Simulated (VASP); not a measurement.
# GeSb2Te4 (Cm) in VASP: single point with PBE

Aim: the single point of GeSb2Te4 with PBE.

Everything below comes from runs of VASP 6.6.1. Logs are shortened: lines on timing, memory, paths and dates and some standing lists are left out, and cuts for length are marked.

### Step 1. The cell of the first run

Symmetry: Cm, No. 8, monoclinic system. Conventional cell: a = 13.587 Å, b = 6.117 Å, c = 6.117 Å, α = 90.00°, β = 116.76°, γ = 90.00°. Ge (site symmetry m) has 6 Te at 2.99 to 3.08 Å within 3.9 Å. Within 4.0 Å of Sb (site symmetry m) lie 6 Te at 3.03 to 3.08 Å. Within 4.0 Å of Sb (site symmetry m) lie 6 Te at 3.03 to 3.08 Å. Te (site symmetry m) has 2 Ge at 3.03 to 3.08 Å and 3 Sb at 3.06 to 3.07 Å within 4.0 Å. Te (site symmetry m) has 1 Ge at 2.99 Å and 3 Sb at 3.06 to 3.08 Å within 3.9 Å. Within 4.0 Å of Te (site symmetry m) lie 3 Sb at 3.03 to 3.08 Å and 2 Ge at 3.06 Å. Within 3.9 Å of Te (site symmetry m) lie 1 Ge at 2.99 Å and 3 Sb at 3.03 to 3.08 Å.

### Step 2. Single point, PBE

Input file INCAR:

```
PREC = Accurate ; ENCUT = 520
EDIFF = 1E-6 ; ISMEAR = 0
SIGMA = 0.15 ; LREAL = False
LASPH = True ; NELM = 60
ALGO = Fast ; ISIF = 2
LWAVE = False ; LCHARG = False
GGA = PE ; NBANDS = 33
KPAR = 4
```

Input file KPOINTS:

```
regular mesh
0
Gamma
  10 10 10
```

Input file POSCAR:

```
GeSb2Te4
1.0
   -3.0583613243      3.0583613243      6.0658885736
    3.0583613243     -3.0583613243      6.0658885736
    3.0583613243      3.0583613243     -6.0658885736
Ge Sb Te
1 2 4
Direct
    0.0000000000      0.0000000000      0.0000000000
    0.5000000000      0.5000000000      0.0000000000
    0.2500000000      0.7500000000      0.5000000000
    0.4993624168      0.0034491840      0.4959132328
    0.2420481438      0.2461349110     -0.0040867672
    0.9924072000      0.4964939672      0.4959132328
    0.7497214730      0.7538082402     -0.0040867672
```

Potentials or basis: VASP PAW PBE potentials, release 64 (Ge_d, Sb, Te).

Started as:

```bash
cat potpaw_PBE.64/Ge_d/POTCAR potpaw_PBE.64/Sb/POTCAR potpaw_PBE.64/Te/POTCAR > POTCAR
mpirun -np 4 vasp_std > vasp.out
```

OUTCAR:

```text
PREC = Accurate
   ENCUT = 520
   EDIFF = 1E-6
   ISMEAR = 0
   LREAL = False
   LASPH = True
   NELM = 60
   ISIF = 2
   GGA = PE

 ion  position               nearest neighbor table
   1  0.000  0.000  0.000-   5 2.99   7 2.99   4 3.03   6 3.06   6 3.06   4 3.08
   2  0.500  0.500  0.000-   6 3.03   4 3.06   4 3.06   7 3.08   5 3.08   6 3.08
   3  0.250  0.750  0.500-   7 3.03   5 3.06   5 3.06   4 3.07   6 3.08   7 3.08
   4  0.499  0.003  0.496-   1 3.03   2 3.06   2 3.06   3 3.07   1 3.08
   5  0.242  0.246  0.996-   1 2.99   3 3.06   3 3.06   2 3.08
   6  0.992  0.496  0.496-   2 3.03   1 3.06   1 3.06   3 3.08   2 3.08
   7  0.750  0.754  0.996-   1 2.99   3 3.03   2 3.08   3 3.08

  LATTYP: Found a body centered tetragonal cell.
 ALAT       =     6.1167226486
 C/A-ratio  =     1.9833786562

  Lattice vectors:

 A1 = (  -3.0583613243,   3.0583613243,   6.0658885736)
 A2 = (   3.0583613243,  -3.0583613243,   6.0658885736)
 A3 = (   3.0583613243,   3.0583613243,  -6.0658885736)

Analysis of symmetry for initial positions (statically):
=====================================================================
 Subroutine PRICEL returns:
 Original cell was already a primitive cell.

 Routine SETGRP: Setting up the symmetry group for a
 body centered tetragonal supercell.

 Subroutine GETGRP returns: Found  2 space group operations
 (whereof  2 operations were pure point group operations)
 out of a pool of 16 trial point group operations.

The static configuration has the point symmetry C_1h.

Analysis of symmetry for dynamics (positions and initial velocities):
=====================================================================
 Subroutine PRICEL returns:
 Original cell was already a primitive cell.

 Routine SETGRP: Setting up the symmetry group for a
 body centered tetragonal supercell.

 Subroutine GETGRP returns: Found  2 space group operations
 (whereof  2 operations were pure point group operations)
 out of a pool of 16 trial point group operations.

The dynamic configuration has the point symmetry C_1h.

 Subroutine INISYM returns: Found  2 space group operations
 (whereof  2 operations are pure point group operations),
 and found     1 'primitive' translations

----------------------------------------------------------------------------------------

                                     Primitive cell

  volume of cell :     226.9510

  direct lattice vectors                    reciprocal lattice vectors
    -3.058361324  3.058361324  6.065888574     0.000000000  0.163486242  0.082428154
     3.058361324 -3.058361324  6.065888574     0.163486242  0.000000000  0.082428154
     3.058361324  3.058361324 -6.065888574     0.163486242  0.163486242  0.000000000

  length of vectors
     7.449976655  7.449976655  7.449976655     0.183090557  0.183090557  0.231204461

  position of ions in fractional coordinates (direct lattice)
     0.000000000  0.000000000  0.000000000
     0.500000000  0.500000000  0.000000000
     0.250000000  0.750000000  0.500000000
     0.499362417  0.003449184  0.495913233
     0.242048144  0.246134911  0.995913233
     0.992407200  0.496493967  0.495913233
     0.749721473  0.753808240  0.995913233

  ion indices of the primitive-cell ions
   primitive index   ion index
                 1           1
                 2           2
                 3           3
                 4           4
                 5           5
                 6           6
                 7           7

----------------------------------------------------------------------------------------

 KPOINTS: regular mesh

Automatic generation of k-mesh.
 Grid dimensions read from file:
 generate k-points for:   10   10   10

 Generating k-lattice:

  Cartesian coordinates                     Fractional coordinates (reciprocal lattice)
     0.000000000  0.016348624  0.008242815     0.100000000 -0.000000000  0.000000000
     0.016348624  0.000000000  0.008242815    -0.000000000  0.100000000  0.000000000
     0.016348624  0.016348624  0.000000000     0.000000000  0.000000000  0.100000000

  Length of vectors
     0.018309056  0.018309056  0.023120446

  Shift w.r.t. Gamma in fractional coordinates (k-lattice)
     0.000000000  0.000000000  0.000000000

 Subroutine IBZKPT returns following result:
 ===========================================

 Found    282 irreducible k-points:

 Following reciprocal coordinates:
            Coordinates               Weight
  0.000000  0.000000  0.000000      1.000000
  0.100000  0.000000  0.000000      2.000000
  0.000000  0.100000  0.000000      4.000000
  0.000000  0.100000 -0.100000      2.000000
  0.200000  0.000000  0.000000      2.000000
  0.000000  0.200000  0.000000      4.000000
[... 16 lines left out ...]
  0.300000  0.100000  0.000000      4.000000
 -0.000000  0.400000 -0.100000      4.000000
 [... further k-points ...]
   k-points           NKPTS =    282   k-points in BZ     NKDIM =    282   number of bands    NBANDS=     33
   number of dos      NEDOS =    301   number of ions     NIONS =      7
   total plane-waves  NPLWV = 175616
   dimension x,y,z NGX =    56 NGY =   56 NGZ =   56
   dimension x,y,z NGXF=   112 NGYF=  112 NGZF=  112
   ions per type =               1   2   4
   NGX,Y,Z   is equivalent  to a cutoff of  12.50, 12.50, 12.50 a.u.
   NGXF,Y,Z  is equivalent  to a cutoff of  24.99, 24.99, 24.99 a.u.
 SYSTEM =  unknown system
   PREC   = accura    normal or accurate (medium, high low for compatibility)
   ISTART =      0    job   : 0-new  1-cont  2-samecut
   ICHARG =      2    charge: 1-file 2-atom 10-const
   ISPIN  =      1    spin polarized calculation?
   LNONCOLLINEAR =      F non collinear calculations
   LSORBIT =      F    spin-orbit coupling
   LASPH  =      T    aspherical Exc in radial PAW
   ENCUT  =  520.0 eV  38.22 Ry    6.18 a.u.  13.85 13.85 13.85*2*pi/ulx,y,z
   NELM   =     60;   NELMIN=  2; NELMDL= -5     # of ELM steps
   EDIFF  = 0.1E-05   stopping-criterion for ELM
   LREAL  =      F    real-space projection
   EDIFFG = 0.1E-04   stopping-criterion for IOM
   NSW    =      0    number of steps for IOM
   IBRION =     -1    ionic relax: 0-MD 1-quasi-New 2-CG
   NFREE  =      0    steps in history (QN), initial steepest desc. (CG)
   ISIF   =      2    stress and relaxation
   ISYM   =      2    0-nonsym 1-usesym 2-fastsym
   POTIM  = 0.5000    time-step for ionic-motion
   TEBEG  =    0.0;   TEEND  =   0.0 temperature during run
   PSTRESS=    0.0 pullay stress
   NELECT =      48.0000    total number of electrons
   NUPDOWN=      -1.0000    fix difference up-down
   EMIN   =  10.00;   EMAX   =-10.00  energy-range for DOS
   EFERMI =   0.00;   METHOD = LEGACY
   ISMEAR =     0;   SIGMA  =   0.15  broadening in eV -4-tet -1-fermi 0-gaus
   EFERMI_NEDOS =   21; number of points for ismear=-14 and -15
   IALGO  =     68    algorithm
   IMIX   =      4    mixing-type and parameters
     AMIX     =   0.40;   BMIX     =  1.00
     AMIX_MAG =   1.60;   BMIX_MAG =  1.00
  volume/ion in A,a.u.               =      32.42       218.79
  Fermi-wavevector in a.u.,A,eV,Ry     =   0.975389  1.843218 12.944364  0.951384
  Thomas-Fermi vector in A             =   2.105925
   LORBIT       =      0    0 simple, 1 ext, 2 COOP (PROOUT), +10 PAW based schemes
   GGA     = PE    functional components
   LHFCALC =     F    Hartree Fock is set to
   AEXX    =    0.0000 exact exchange contribution
   IVDW    =     0    specifies the selected vdW correction
   LEPSILON=     F    determine dielectric tensor
   LRPA    =     F    only Hartree local field effects (RPA)
 non-spin polarized calculation
 RMM-DIIS sequential band-by-band and
 Gauss-broadening in eV      SIGMA  =   0.15
  energy-cutoff  :      520.00
  volume of cell :      226.95
 maximum number of plane-waves:      6140
   NGX = 27   NGY = 27   NGZ = 27

 number of electron      48.0000008 magnetization

 Free energy of the ion-electron system (eV)
  ---------------------------------------------------
  ext. energy  EPLUGINS =         0.00000000
  ---------------------------------------------------
  free energy    TOTEN  =       -25.43908351 eV

  energy without entropy =      -25.41957473  energy(sigma->0) =      -25.42932912

 E-fermi :   5.4106     XC(G=0):  -9.1230

 val. band max:        5.3873572002   @ k =   0.5000   0.5000   0.0000
 cond. band min:       5.4111608458   @ k =  -0.3000  -0.1000  -0.4000
 fundamental gap:      0.0238036456
 Fermi energy:         5.4105666481

 k-point     1 :       0.0000    0.0000    0.0000
  band No.  band energies     occupation
      1     -19.4301      2.00000
      2     -19.4257      2.00000
      3     -19.4132      2.00000
      4     -19.4104      2.00000
      5     -19.4103      2.00000
      6      -7.3381      2.00000
[... 25 lines left out ...]
     32      10.6724      0.00000
     33      10.7824      0.00000

 k-point     2 :       0.1000    0.0000    0.0000
  band No.  band energies     occupation
      1     -19.4301      2.00000
      2     -19.4257      2.00000
      3     -19.4131      2.00000
      4     -19.4104      2.00000
      5     -19.4103      2.00000
      6      -7.2988      2.00000
[... 25 lines left out ...]
     32      10.6009      0.00000
     33      10.7240      0.00000

 k-point     3 :       0.0000    0.1000    0.0000
  band No.  band energies     occupation
      1     -19.4301      2.00000
      2     -19.4257      2.00000
      3     -19.4131      2.00000
      4     -19.4104      2.00000
      5     -19.4103      2.00000
      6      -7.2988      2.00000
[... 25 lines left out ...]
     32      10.5609      0.00000
     33      10.8405      0.00000

 k-point     4 :       0.0000    0.1000   -0.1000
  band No.  band energies     occupation
      1     -19.4301      2.00000
      2     -19.4257      2.00000
      3     -19.4131      2.00000
      4     -19.4104      2.00000
      5     -19.4103      2.00000
      6      -7.2988      2.00000
[... 673 lines left out ...]
     32       9.8509      0.00000
     33       9.9497      0.00000

 k-point    23 :       0.3000    0.1000    0.0000
  band No.  band energies     occupation
      1     -19.4301      2.00000
      2     -19.4258      2.00000
      3     -19.4131      2.00000
      4     -19.4104      2.00000
      5     -19.4103      2.00000
      6      -6.9160      2.00000
[... 25 lines left out ...]
     32       9.5901      0.00000
     33       9.9829      0.00000

 k-point    24 :      -0.0000    0.4000   -0.1000
  band No.  band energies     occupation
      1     -19.4301      2.00000
      2     -19.4258      2.00000
      3     -19.4131      2.00000
      4     -19.4104      2.00000
      5     -19.4103      2.00000
      6      -6.9166      2.00000
[... 25 lines left out ...]
     32       9.6050      0.00000
     33       9.8540      0.00000

 [... further k-points ...]
[... 5 lines left out ...]
  --------------------------------------------------------------------------------------
  -------------------------------------------------------------------------------------
  Total       -0.0023929      0.0078538      0.0749506      0.0000000     -0.0131998      0.0000000
  in kB       -0.0168929      0.0554445      0.5291194      0.0000000     -0.0931853      0.0000000
  external PRESSURE =       0.1892236 kB  Pullay stress =       0.0000000 kB

 VOLUME and BASIS-vectors are now :
 -----------------------------------------------------------------------------
  energy-cutoff  :      520.00
  volume of cell :      226.95
      direct lattice vectors                 reciprocal lattice vectors
    -3.058361324  3.058361324  6.065888574     0.000000000  0.163486242  0.082428154
     3.058361324 -3.058361324  6.065888574     0.163486242  0.000000000  0.082428154
     3.058361324  3.058361324 -6.065888574     0.163486242  0.163486242  0.000000000

 POSITION                                       TOTAL-FORCE (eV/Angst)
 -----------------------------------------------------------------------------------
      0.00000      0.00000      0.00000        -0.000000      0.034221      0.001981
      0.00000      0.00000      6.06589        -0.000000      0.014305     -0.000282
      3.05836      0.00000      3.03294         0.000000      0.046001     -0.000318
      0.00000      3.03336      0.04184        -0.000000     -0.042108      0.007957
      3.05836      3.03336     -3.07983        -0.000000     -0.027944     -0.002446
      0.00000      3.03336      6.02335        -0.000000      0.003821     -0.008501
      3.05836      3.03336      3.07915        -0.000000     -0.028295      0.001609
 -----------------------------------------------------------------------------------
    total drift:                                0.000000      0.000040      0.000008

  FREE ENERGIE OF THE ION-ELECTRON SYSTEM (eV)
  ---------------------------------------------------
  free  energy   TOTEN  =       -25.4390835086 eV

  energy  without entropy=      -25.4195747276  energy(sigma->0) =      -25.42932912
```

Wall time 13 min (4 MPI ranks of Oxide Virtual Turin-like, shared host); peak memory 1.9 GiB.

What came out:

```
Free energy            : -25.4391 eV
Pressure               : 0.0 GPa
Largest force          : 0.046 eV/Å
Band gap on the k mesh : zero (bands 24 and 25 overlap by 0.15 eV)
```

Forces on the atoms (eV/Å):
```
Ge   0.000  0.034  0.002
Sb   0.000  0.014  0.000
Sb   0.000  0.046  0.000
Te   0.000 -0.042  0.008
Te   0.000 -0.028 -0.002
Te   0.000  0.004 -0.009
Te   0.000 -0.028  0.002
```

Levels at points of the mesh, in eV from the Fermi level:
```tsv
k point	band 20	band 21	band 22	band 23	band 24	band 25	band 26	band 27	band 28	band 29
(0.00, 0.00, 0.00)	-1.57	-0.87	-0.42	-0.42	-0.19	0.61	2.13	2.93	3.63	3.63
(0.50, 0.00, 0.00)	-1.64	-1.04	-0.79	-0.71	-0.44	0.20	0.99	1.45	1.92	3.02
(0.00, 0.50, 0.00)	-1.65	-1.03	-0.81	-0.70	-0.44	0.19	0.99	1.44	1.93	3.01
(0.00, 0.50, 0.50)	-1.66	-1.03	-0.82	-0.68	-0.44	0.19	1.00	1.43	1.94	3.00
(0.50, 0.50, 0.00)	-1.10	-0.74	-0.65	-0.49	-0.02	0.02	0.06	0.11	0.26	0.56
(0.50, 0.50, 0.50)	-2.82	-2.18	-0.83	-0.64	-0.64	1.57	2.99	3.00	3.26	3.40
```

Caveat: the cell differs from its parent crystal (all Te atoms moved +0.025 Å, as atom 4 towards its neighbour atom 1 (Ge) at 3.059 Å); spin-orbit coupling is left out, which moves the levels of the heavy elements.

The gap in the log of VASP goes by the Fermi energy; the results here count the filled bands.